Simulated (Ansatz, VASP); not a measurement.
Given: the input of a run of Ansatz 0.2.0 on Fe.

The input input.yaml:

```yaml
crystal:
  lattice:
    - [0.0, 1.9545992686, 1.978119483]
    - [1.5083634409, 0.0, 1.978119483]
    - [1.5083634409, 1.9545992686, 0.0]
  atoms:
    - { symbol: Fe, position: [0.0, 0.0, 0.0], spin: 3.0 }
kpoints:
  mp_grid: { grid: [13, 13, 13] }
scf:
  occupations: { method: fermi_dirac, width: 0.05 }
hamiltonian:
  xc: pbesol
  pseudopotentials: { kind: all_electron, lapw: { basis_error: 0.001 } }
magnetization:
  spin_polarized: true
output:
  forces: true
  stress: true
  eigenvalues: true
```

Potentials or basis: all-electron LAPW, scalar-relativistic.

Launch:

```bash
$ ansatz run input.yaml --threads 2 --pin off --max-ram 6144MiB --backend cpu --events-out ev --progress --plain --runs-dir out
```

Problem. Set up the same calculation for VASP 6.6.1. Potentials there: VASP PAW PBE potentials, release 64 (Fe).

Solution. As run (the cutoff follows the program's own potentials):

The input INCAR:

```
SYSTEM = Fe
  PREC = Accurate
  ENCUT = 520
  EDIFF = 1E-6
  ISMEAR = -1
  SIGMA = 0.05
  LREAL = .False.
  LASPH = .True.
  NELM = 150
  ALGO = Normal
  ISIF = 2
  LWAVE = .False.
  LCHARG = .False.
  ISPIN = 2
  MAGMOM = 3
  LORBIT = 11
  LMAXMIX = 4
  GGA = PS
  NBANDS = 14
```

Contents of KPOINTS:

```
regular mesh
0
Gamma
  13 13 13
  0 0 0
```

Contents of POSCAR:

```
Fe
1.0
    0.0000000000      1.9545992686      1.9781194830
    1.5083634409      0.0000000000      1.9781194830
    1.5083634409      1.9545992686      0.0000000000
Fe
1
Direct
    0.0000000000      0.0000000000      0.0000000000
```

Potentials or basis: VASP PAW PBE potentials, release 64 (Fe).

The run is started by

```bash
$ cat potpaw_PBE.64/Fe/POTCAR > POTCAR
$ mpirun -np 1 vasp_std > vasp.out
```

Both were run:

|  | VASP | Ansatz | Ansatz less VASP |
| --- | --- | --- | --- |
| gap on the k mesh at the Fermi level (eV) | none | none | - |
| pressure (GPa) | -12.8 | -13.4 | -0.53 |
| traceless stress, the component that is largest in VASP (GPa) | -4.40 | -4.51 | -0.112 |
| net moment per atom (μB) | 2.25 | 2.22 | -0.031 |
| size of the moment on the site where the two differ most (μB) | 2.25 | 2.27 | +0.025 |

VASP's potentials were made for PBE, not for PBEsol. Site moments also hang on the region over which each program counts them. A gap of «none» marks a metal or a gap that the smearing closes. Ansatz ran all-electron here, and VASP with PAW potentials.
